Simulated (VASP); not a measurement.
# KTaO3 in VASP: further runs

The runs below take KTaO3 through single point, with PBE.

Everything below comes from runs of VASP 6.6.1. Logs are shortened: lines on timing, memory, paths and dates and some standing lists are left out, and cuts for length are marked.

## (1) The cell of the first run

It takes space group P4/mmm (No. 123, tetragonal). Conventional cell: a = 4.213 Å, b = 4.213 Å, c = 4.025 Å, α = 90.00°, β = 90.00°, γ = 90.00°. K (site symmetry 4/mmm) has 12 O at 2.91 to 2.98 Å and 8 Ta at 3.59 Å within 3.8 Å. Within 2.7 Å of Ta (site symmetry 4/mmm) lie 6 O at 2.01 to 2.11 Å. O (site symmetry mmm) has 2 Ta at 2.11 Å within 2.8 Å. O (site symmetry 4/mmm) has 2 Ta at 2.01 Å within 2.7 Å.

## (2) Single point, PBE (normal strain along x +0.0467, normal strain along y +0.0467)

Input file INCAR:

```
PREC = Accurate
ENCUT = 520
EDIFF = 1E-6
ISMEAR = 0
SIGMA = 0.05
LREAL = F
LASPH = T
NELM = 100
ALGO = Normal
ISIF = 2
LWAVE = F
LCHARG = T
GGA = PE
LELF = T
LVHAR = T
NBANDS = 27
```

Input file KPOINTS:

```
Automatic mesh
0
Gamma
  8 8 8
```

Input file POSCAR:

```
KTaO3
1.0
    4.2128112205      0.0000000000      0.0000000000
    0.0000000000      4.2128112205      0.0000000000
    0.0000000000      0.0000000000      4.0248506931
K Ta O
1 1 3
Direct
    0.5000000000      0.5000000000      0.5000000000
    0.0000000000      0.0000000000      0.0000000000
    0.5000000000      0.0000000000      0.0000000000
    0.0000000000      0.5000000000      0.0000000000
    0.0000000000      0.0000000000      0.5000000000
```

Potentials or basis: VASP PAW PBE potentials, release 64 (K_sv, Ta_pv, O).

On the command line:

```console
> cat potpaw_PBE.64/K_sv/POTCAR potpaw_PBE.64/Ta_pv/POTCAR potpaw_PBE.64/O/POTCAR > POTCAR
> mpirun -np 1 vasp_std > vasp.out
```

OUTCAR:

```text
PREC = Accurate
   ENCUT = 520
   EDIFF = 1E-6
   ISMEAR = 0
   LREAL = F
   LASPH = T
   NELM = 100
   ISIF = 2
   GGA = PE

 ion  position               nearest neighbor table
   1  0.500  0.500  0.500-   2 3.59   2 3.59   2 3.59   2 3.59   2 3.59   2 3.59   2 3.59   2 3.59

   2  0.000  0.000  0.000-   5 2.01   5 2.01   3 2.11   4 2.11   4 2.11   3 2.11   1 3.59   1 3.59
                             1 3.59   1 3.59   1 3.59   1 3.59   1 3.59   1 3.59
   3  0.500  0.000  0.000-   2 2.11   2 2.11
   4  0.000  0.500  0.000-   2 2.11   2 2.11
   5  0.000  0.000  0.500-   2 2.01   2 2.01

  LATTYP: Found a simple tetragonal cell.
 ALAT       =     4.2128112205
 C/A-ratio  =     0.9553835865

  Lattice vectors:

 A1 = (   4.2128112205,   0.0000000000,   0.0000000000)
 A2 = (   0.0000000000,   4.2128112205,   0.0000000000)
 A3 = (   0.0000000000,   0.0000000000,   4.0248506931)

Analysis of symmetry for initial positions (statically):
=====================================================================
 Subroutine PRICEL returns:
 Original cell was already a primitive cell.

 Routine SETGRP: Setting up the symmetry group for a
 simple tetragonal supercell.

 Subroutine GETGRP returns: Found 16 space group operations
 (whereof 16 operations were pure point group operations)
 out of a pool of 16 trial point group operations.

The static configuration has the point symmetry D_4h.

Analysis of symmetry for dynamics (positions and initial velocities):
=====================================================================
 Subroutine PRICEL returns:
 Original cell was already a primitive cell.

 Routine SETGRP: Setting up the symmetry group for a
 simple tetragonal supercell.

 Subroutine GETGRP returns: Found 16 space group operations
 (whereof 16 operations were pure point group operations)
 out of a pool of 16 trial point group operations.

The dynamic configuration has the point symmetry D_4h.

 Subroutine INISYM returns: Found 16 space group operations
 (whereof 16 operations are pure point group operations),
 and found     1 'primitive' translations

----------------------------------------------------------------------------------------

                                     Primitive cell

  volume of cell :      71.4322

  direct lattice vectors                    reciprocal lattice vectors
     4.212811220  0.000000000  0.000000000     0.237371187  0.000000000  0.000000000
[... 88 lines left out ...]
   LSORBIT =      F    spin-orbit coupling
   LASPH  =      T    aspherical Exc in radial PAW
   ENCUT  =  520.0 eV  38.22 Ry    6.18 a.u.   7.83  7.83  7.48*2*pi/ulx,y,z
   NELM   =    100;   NELMIN=  2; NELMDL= -5     # of ELM steps
   EDIFF  = 0.1E-05   stopping-criterion for ELM
   LREAL  =      F    real-space projection
   EDIFFG = 0.1E-04   stopping-criterion for IOM
   NSW    =      0    number of steps for IOM
   IBRION =     -1    ionic relax: 0-MD 1-quasi-New 2-CG
   NFREE  =      0    steps in history (QN), initial steepest desc. (CG)
   ISIF   =      2    stress and relaxation
   ISYM   =      2    0-nonsym 1-usesym 2-fastsym
   POTIM  = 0.5000    time-step for ionic-motion
   TEBEG  =    0.0;   TEEND  =   0.0 temperature during run
   PSTRESS=    0.0 pullay stress
   NELECT =      38.0000    total number of electrons
   NUPDOWN=      -1.0000    fix difference up-down
   EMIN   =  10.00;   EMAX   =-10.00  energy-range for DOS
   EFERMI =   0.00;   METHOD = LEGACY
   ISMEAR =     0;   SIGMA  =   0.05  broadening in eV -4-tet -1-fermi 0-gaus
   EFERMI_NEDOS =   21; number of points for ismear=-14 and -15
   IALGO  =     38    algorithm
   IMIX   =      4    mixing-type and parameters
     AMIX     =   0.40;   BMIX     =  1.00
     AMIX_MAG =   1.60;   BMIX_MAG =  1.00
  volume/ion in A,a.u.               =      14.29        96.41
  Fermi-wavevector in a.u.,A,eV,Ry     =   1.326492  2.506707 23.940568  1.759582
  Thomas-Fermi vector in A             =   2.455875
   LORBIT       =      0    0 simple, 1 ext, 2 COOP (PROOUT), +10 PAW based schemes
   GGA     = PE    functional components
   LHFCALC =     F    Hartree Fock is set to
   AEXX    =    0.0000 exact exchange contribution
   IVDW    =     0    specifies the selected vdW correction
   LEPSILON=     F    determine dielectric tensor
   LRPA    =     F    only Hartree local field effects (RPA)
 non-spin polarized calculation
 Gauss-broadening in eV      SIGMA  =   0.05
  energy-cutoff  :      520.00
  volume of cell :       71.43
 maximum number of plane-waves:      1948
 NGX is ok and might be reduce to    32
   NGX = 15   NGY = 15   NGZ = 15

 number of electron      37.9999983 magnetization

 Free energy of the ion-electron system (eV)
  ---------------------------------------------------
  ext. energy  EPLUGINS =         0.00000000
  ---------------------------------------------------
  free energy    TOTEN  =       -40.71908473 eV

  energy without entropy =      -40.71908473  energy(sigma->0) =      -40.71908473

 E-fermi :   1.4090     XC(G=0): -10.2681

 val. band max:        1.0803241476   @ k =   0.5000   0.5000   0.5000
 cond. band min:       2.8942955960   @ k =   0.0000   0.0000   0.0000
 fundamental gap:      1.8139714484
 Fermi energy:         1.4089838100

 k-point     1 :       0.0000    0.0000    0.0000
  band No.  band energies     occupation
      1     -33.6528      2.00000
      2     -33.6178      2.00000
      3     -33.6178      2.00000
      4     -26.4079      2.00000
      5     -16.2801      2.00000
      6     -15.4977      2.00000
[... 709 lines left out ...]
     26      10.4784      0.00000
     27      10.9368      0.00000

 [... further k-points ...]
[... 5 lines left out ...]
  --------------------------------------------------------------------------------------
  -------------------------------------------------------------------------------------
  Total       -7.5267136     -7.5267136     -2.4326005      0.0000000      0.0000000      0.0000000
  in kB     -168.8193419   -168.8193419    -54.5616641      0.0000000      0.0000000      0.0000000
  external PRESSURE =    -130.7334493 kB  Pullay stress =       0.0000000 kB

 VOLUME and BASIS-vectors are now :
 -----------------------------------------------------------------------------
  energy-cutoff  :      520.00
  volume of cell :       71.43
      direct lattice vectors                 reciprocal lattice vectors
     4.212811220  0.000000000  0.000000000     0.237371187  0.000000000  0.000000000
     0.000000000  4.212811220  0.000000000     0.000000000  0.237371187  0.000000000
     0.000000000  0.000000000  4.024850693     0.000000000  0.000000000  0.248456421

 POSITION                                       TOTAL-FORCE (eV/Angst)
 -----------------------------------------------------------------------------------
      2.10641      2.10641      2.01243         0.000000      0.000000      0.000000
      0.00000      0.00000      0.00000         0.000000      0.000000      0.000000
      2.10641      0.00000      0.00000         0.000000      0.000000      0.000000
      0.00000      2.10641      0.00000         0.000000      0.000000      0.000000
      0.00000      0.00000      2.01243         0.000000      0.000000      0.000000
 -----------------------------------------------------------------------------------
    total drift:                                0.000000      0.000000     -0.000000

  FREE ENERGIE OF THE ION-ELECTRON SYSTEM (eV)
  ---------------------------------------------------
  free  energy   TOTEN  =       -40.7190847316 eV

  energy  without entropy=      -40.7190847316  energy(sigma->0) =      -40.71908473
```

OSZICAR:

```text
N       E                     dE             d eps       ncg     rms          rms(c)
DAV:   1     0.315493914274E+03    0.31549E+03   -0.20620E+04  4050   0.138E+03
DAV:   2    -0.304021820615E+02   -0.34590E+03   -0.33588E+03  4834   0.396E+02
DAV:   3    -0.492923825748E+02   -0.18890E+02   -0.18798E+02  6103   0.889E+01
DAV:   4    -0.498452507518E+02   -0.55287E+00   -0.55212E+00  6337   0.102E+01
DAV:   5    -0.498505794804E+02   -0.53287E-02   -0.53278E-02  5536   0.889E-01    0.277E+01
DAV:   6    -0.411106390462E+02    0.87399E+01   -0.38484E+01  4730   0.384E+01    0.105E+01
DAV:   7    -0.408171999035E+02    0.29344E+00   -0.27335E+00  5046   0.961E+00    0.761E+00
DAV:   8    -0.407833452491E+02    0.33855E-01   -0.75904E-01  4944   0.687E+00    0.344E+00
DAV:   9    -0.407233323399E+02    0.60013E-01   -0.10182E-01  4934   0.232E+00    0.680E-01
DAV:  10    -0.407190219255E+02    0.43104E-02   -0.20294E-02  5376   0.862E-01    0.143E-01
DAV:  11    -0.407190342917E+02   -0.12366E-04   -0.14875E-03  5657   0.278E-01    0.422E-02
DAV:  12    -0.407190708795E+02   -0.36588E-04   -0.11217E-04  5152   0.811E-02    0.359E-02
DAV:  13    -0.407190851575E+02   -0.14278E-04   -0.26996E-05  4845   0.378E-02    0.110E-02
DAV:  14    -0.407190847316E+02    0.42588E-06   -0.64714E-06  5232   0.178E-02
   1 F= -.40719085E+02 E0= -.40719085E+02  d E =-.131620E-22
```

It took 71 s on 1 thread of AMD EPYC 9R14 (Zen 4), shared host; peak memory 0.24 GiB.

Results:

| Property | Result |
| --- | --- |
| Free energy | -40.7191 eV |
| Pressure | -13.1 GPa |
| Band gap on the k mesh | 1.81 eV, indirect (least direct gap 2.46 eV) |

Stress tensor (GPa, compression positive):
```
-16.88   0.00   0.00
  0.00 -16.88   0.00
  0.00   0.00  -5.46
```

Caveat: the cell differs from its parent crystal (normal strain along x +0.0467, normal strain along y +0.0467); spin-orbit coupling is left out, which moves the levels of the heavy elements.

## (3) Single point, PBE

This run uses another cell than the first one, of 13.04 Å³/atom, 0.913 times its volume.

Input file INCAR:

```
PREC     = Accurate       # precision mode
ENCUT    = 520            # plane-wave cutoff, eV
EDIFF    = 1E-6           # SCF threshold, eV
ISMEAR   = 0              # smearing method
SIGMA    = 0.05           # smearing width, eV
LREAL    = False          # projectors in reciprocal space
LASPH    = True           # aspherical terms in the spheres
NELM     = 80             # most SCF steps
ALGO     = Normal         # electronic algorithm
ISIF     = 2              # what is computed and relaxed
LWAVE    = False          # write WAVECAR
LCHARG   = True           # write CHGCAR
GGA      = PE             # functional
LELF     = True           # ELF
LVHAR    = True         
NBANDS   = 27             # bands
```

KPOINTS is that of step 2.

POSCAR: that of step 2 with these lines changed.

```diff
@@ -2,4 +2,4 @@
 1.0
-    4.2128112205      0.0000000000      0.0000000000
-    0.0000000000      4.2128112205      0.0000000000
+    4.0248506931      0.0000000000      0.0000000000
+    0.0000000000      4.0248506931      0.0000000000
     0.0000000000      0.0000000000      4.0248506931
```

Potentials or basis: VASP PAW PBE potentials, release 64 (K_sv, Ta_pv, O).

On the command line:

```console
> cat potpaw_PBE.64/K_sv/POTCAR potpaw_PBE.64/Ta_pv/POTCAR potpaw_PBE.64/O/POTCAR > POTCAR
> mpirun -np 1 vasp_std > vasp.out
```

It took 39 s on 1 thread of AMD EPYC 7R13 (Zen 3), shared host; peak memory 0.17 GiB.

The run converged. Its results:

| Item | Value |
| --- | --- |
| Free energy | -41.0676 eV |
| Pressure | 0.5 GPa |
| Band gap on the k mesh | 2.11 eV, indirect (least direct gap 2.75 eV) |

Levels at points of the mesh, in eV from the valence-band top:
```
           k point  band 17  band 18  band 19  band 20  band 21  band 22
(0.00, 0.00, 0.00)    -0.63    -0.63    -0.63     2.11     2.11     2.11
(0.50, 0.00, 0.00)    -1.45    -0.85    -0.85     2.26     4.84     4.84
(0.50, 0.50, 0.00)    -1.40    -1.40    -0.04     4.87     4.87     6.11
(0.50, 0.50, 0.50)     0.00     0.00     0.00     6.23     6.23     6.23
```

Caveat: spin-orbit coupling is left out, which moves the levels of the heavy elements. A k mesh can miss the band edges.

(Continued in part 2 of 2.)
